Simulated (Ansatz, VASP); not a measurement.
## Bi2Se3 in VASP and in Ansatz

```
CELL_PARAMETERS angstrom
2.09190 1.20776 9.85186
-2.09190 1.20776 9.85186
0.00000 -2.41551 9.85186
ATOMIC_POSITIONS crystal
Bi 0.39854 0.39854 0.39854
Bi 0.60146 0.60146 0.60146
Se 0.21599 0.21599 0.21599
Se 0.78401 0.78401 0.78401
Se 0.00000 0.00000 0.00000
```

Change from the starting cell: hydrostatic strain +1.0%.

Alike in both runs: task single point; functional PBE; k mesh 8 × 8 × 8; occupations fermi-dirac, width 0.02 eV; no spin polarisation.

```csv
,VASP,Ansatz
version,VASP 6.6.1,Ansatz 0.2.0
potentials or method,"VASP PAW PBE potentials, release 64 (Bi_d, Se)","plane waves, PAW"
plane-wave cutoff (eV),520,420
valence electrons in the cell,48,78
```

VASP gave:

- pressure (GPa): 1.1
- traceless stress, the component that is largest in VASP (GPa): 0.27
- rms of the force components (eV/Å): 0.068

Question: What did Ansatz give for the same quantities?

Answer: Pressure (GPa): 1.1; traceless stress, the component that is largest in VASP (GPa): 0.27; rms of the force components (eV/Å): 0.063.

Atom by atom the forces differ by 0.005 eV/Å (rms over components). VASP's potentials hold 48 valence electrons a cell and Ansatz's 78, so a difference there can come from the potentials and not from the codes.

Spin-orbit coupling is off throughout.
